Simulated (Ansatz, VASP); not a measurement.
TiSi: VASP beside Ansatz

File POSCAR:

```
TiSi
1.0
    1.8161780000     -2.1176240000      0.0000000000
    1.8161780000      2.1176240000      0.0000000000
    0.0000000000      0.0000000000      3.9180520200
Ti Si
1 1
Direct
    0.5000000000      0.5000000000      0.0000000000
    0.0000000000      0.0000000000      0.5000000000
```

Contents of INCAR.step1:

```
PREC     = Accurate       # precision mode
ENCUT    = 520            # plane-wave cutoff, eV
ISMEAR   = 0              # smearing method
SIGMA    = 0.15           # smearing width, eV
LREAL    = F              # projectors in reciprocal space
LASPH    = T              # aspherical terms in the spheres
NELM     = 100            # most SCF steps
NBANDS   = 15             # bands
GGA      = PE             # functional
ALGO     = Normal         # electronic algorithm
EDIFF    = 1E-4           # SCF threshold, eV
LWAVE    = T              # write WAVECAR
LCHARG   = F              # write CHGCAR
```

The input INCAR.step2:

```
PREC     = Accurate       # precision mode
ENCUT    = 520            # plane-wave cutoff, eV
EDIFF    = 1E-6           # SCF threshold, eV
ISMEAR   = 0              # smearing method
SIGMA    = 0.15           # smearing width, eV
LREAL    = F              # projectors in reciprocal space
LASPH    = T              # aspherical terms in the spheres
NELM     = 100            # most SCF steps
ALGO     = Normal         # electronic algorithm
ISIF     = 2              # what is computed and relaxed
LWAVE    = F              # write WAVECAR
LCHARG   = F              # write CHGCAR
METAGGA  = R2SCAN         # meta-GGA
LMIXTAU  = T            
NBANDS   = 15             # bands
ISTART   = 1
```

The input KPOINTS:

```
Automatic mesh
0
Gamma
  18 18 12
```

Input for Ansatz:

```yaml
crystal:
  lattice:
    - [1.816178, -2.117624, 0.0]
    - [1.816178, 2.117624, 0.0]
    - [0.0, 0.0, 3.91805202]
  atoms:
    - { symbol: Ti, position: [0.5, 0.5, 0.0] }
    - { symbol: Si, position: [0.0, 0.0, 0.5] }
basis:
  ecutwfc: 500
kpoints:
  mp_grid: { grid: [18, 18, 12] }
hamiltonian:
  xc: r2scan
scf:
  occupations: { method: gaussian, width: 0.15 }
output:
  forces: true
  stress: true
  eigenvalues: true
  write_density: true
  write_potential: true
  elf: true
  volumetric_format: npy
```

Change from the starting cell: strain +0.000 along x and y, +0.030 along z, atoms carried along.

Alike in both runs: task single point; functional r2SCAN; k mesh 18 × 18 × 12; occupations gaussian, width 0.15 eV; no spin polarisation.

```csv
,VASP,Ansatz
version,VASP 6.6.1,Ansatz 0.2.0
potentials or method,"VASP PAW PBE potentials, release 64 (Ti_sv, Si), cutoff 520 eV","scalar-relativistic, plane waves, PAW"
valence electrons in the cell,16,16
```

```tsv
	VASP	Ansatz	Ansatz less VASP
gap on the k mesh at the Fermi level (eV)	none	none	-
pressure (GPa)	-5.8	-6.1	-0.33
traceless stress, the component that is largest in VASP (GPa)	-2.57	-2.53	+0.043
```

VASP's potentials were made for PBE, not for r2SCAN. A gap of «none» marks a metal or a gap that the smearing closes.
